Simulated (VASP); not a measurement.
Runs of VASP 6.6.1 on ScAl7N8. The structure is that of space group P3m1 (No. 156), or close to it. The cells are those of the table. 

| task | cell | k mesh | cutoff (eV) | smearing | gap on the mesh (eV) | pressure (GPa) | relaxed volume (Å³/atom) | largest force (eV/Å) |
| --- | --- | --- | --- | --- | --- | --- | --- | --- |
| relaxation of cell and atoms | relaxed from a = 5.002, b = 6.343, c = 6.343 Å, angles 120.0, 90.0, 90.0°, 16 atoms | 6 × 6 × 6 | 600 | gaussian 0.02 eV | 3.95 | 0.0 | 10.88 | - |
| single point | a = 5.007, b = 6.336, c = 6.336 Å, angles 120.0, 90.0, 90.0°, 16 atoms | 6 × 6 × 6 | 520 | gaussian 0.02 eV | 3.95 | 0.1 | - | 0.05 |
| relaxation of cell and atoms | relaxed from a = 5.007, b = 6.336, c = 6.336 Å, angles 120.0, 90.0, 90.0°, 16 atoms | 6 × 6 × 6 | 600 | gaussian 0.01 eV | 3.95 | 0.0 | 10.88 | - |
| single point | a = 5.080, b = 6.350, c = 6.350 Å, angles 120.0, 90.0, 90.0°, 16 atoms | 4 × 3 × 3 | 520 | gaussian 0.1 eV | 3.91 | (b) | - | 3.40 |
| single point | a = 5.002, b = 6.343, c = 6.343 Å, angles 120.0, 90.0, 90.0°, 16 atoms | 4 × 6 × 6 | 520 | gaussian 0.1 eV | 3.92 | -0.1 | - | 0.05 |
| relaxation of cell and atoms | relaxed from a = 5.080, b = 6.350, c = 6.350 Å, angles 120.0, 90.0, 90.0°, 16 atoms | 4 × 6 × 6 | 600 | gaussian 0.1 eV | (a) | 0.0 | 10.88 | 0.05 |
| single point | a = 5.007, b = 6.336, c = 6.336 Å, angles 120.0, 90.0, 90.0°, 16 atoms | 6 × 6 × 6 | 520 | gaussian 0.01 eV | 3.95 | 0.1 | - | 0.05 |

Alike in all rows: level PBEsol; potentials or basis VASP PAW PBE potentials, release 64 (Sc_sv, Al, N); no spin polarisation.

Question: Fill in the values left out.

Answer: (a) 3.96; (b) -1.5.

Caveats: the PAW data sets were made with another functional, which shifts forces and pressure a little; the relaxation stopped at a loose force limit of 0.05 eV/Å, so its end isn't a converged minimum (some runs).

A k mesh can miss the band edges.
